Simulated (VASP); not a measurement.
The system is YMn3.

```
Mn Y
1.0
     4.10086    0.00000    0.00000
     0.00000    4.10086    0.00000
     0.00000    0.00000    4.10086
Mn Y
3 1
Cartesian
  0.0000 2.0504 2.0504
  2.0504 0.0000 2.0504
  2.0504 2.0504 0.0000
  0.0000 0.0000 0.0000
```

Base run:

- Program: VASP 6.6.1
- Functional: PBE
- Potentials or basis: VASP PAW PBE potentials, release 64 (Mn_pv, Y_sv)
- Cutoff: 520 eV
- k mesh: 10 × 10 × 10
- Occupations: gaussian, width 0.1 eV
- Spin: collinear spin, ferromagnetic start
- Starting moments: [4.0, 4.0, 4.0, 0.0] μB

Its results: pressure -0.1 GPa.

Q: The run is repeated on the same cell with these changes: spin from collinear spin, ferromagnetic start to no spin polarisation; further incar settings from ALGO = Normal; EDIFF = 1e-06; NBANDS = 37 to ALGO = Fast; EDIFF = 1e-07; NBANDS = 33. What comes out?

A: Pressure -15.7 GPa.

Caveats: the cell stands under tension (at least some runs).
